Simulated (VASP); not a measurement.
The system is RbLi3Rh.

```xyz
5
Lattice="4.5996 0.0000 0.0000 0.0000 4.5996 0.0000 0.0000 0.0000 4.5996" Properties=species:S:1:pos:R:3 pbc="T T T"
Rb    0.0000    0.0000    0.0000
Li    2.2998    0.0000    0.0000
Li    0.0000    2.2998    0.0000
Li    0.0000    0.0000    2.2998
Rh    2.2998    2.2998    2.2998
```

- Program: VASP 6.6.1
- Task: relaxation of cell and atoms
- Functional: PBE
- Potentials or basis: VASP PAW PBE potentials, release 64 (Rb_sv, Li_sv, Rh_pv)
- Cutoff: 600 eV
- k mesh: 4 × 4 × 4
- Occupations: gaussian, width 0.1 eV
- Spin: no spin polarisation

At the start: pressure 1.4 GPa; volume 19.46 Å³/atom.

Question: How do energy, volume and symmetry change on relaxing?

Answer: Over 3 steps the energy falls by 6.0 meV/atom and the volume is 21.18 Å³/atom (+8.8 %); space group Pm-3m (No. 221, to 0.05 Å).

The path:
```csv
step,energy change (eV),largest force (eV/Å),pressure (GPa),volume (Å³)
1,0.0000,0.0000,1.44,97.31
2,-0.0179,0.0000,0.89,99.79
3,-0.0300,0.0000,-0.18,105.92
```

Final structure:
```
Rb Li Rh
1.0
     4.73138    0.00000    0.00000
     0.00000    4.73138    0.00000
     0.00000    0.00000    4.73138
Rb Li Rh
1 3 1
Cartesian
  0.0000 0.0000 0.0000
  2.3657 0.0000 0.0000
  0.0000 2.3657 0.0000
  0.0000 0.0000 2.3657
  2.3657 2.3657 2.3657
```

Caveat: the cutoff is under 1.25 times the usual one of these potentials, so pressure, stress and relaxed cells hold a basis-set (Pulay) error.
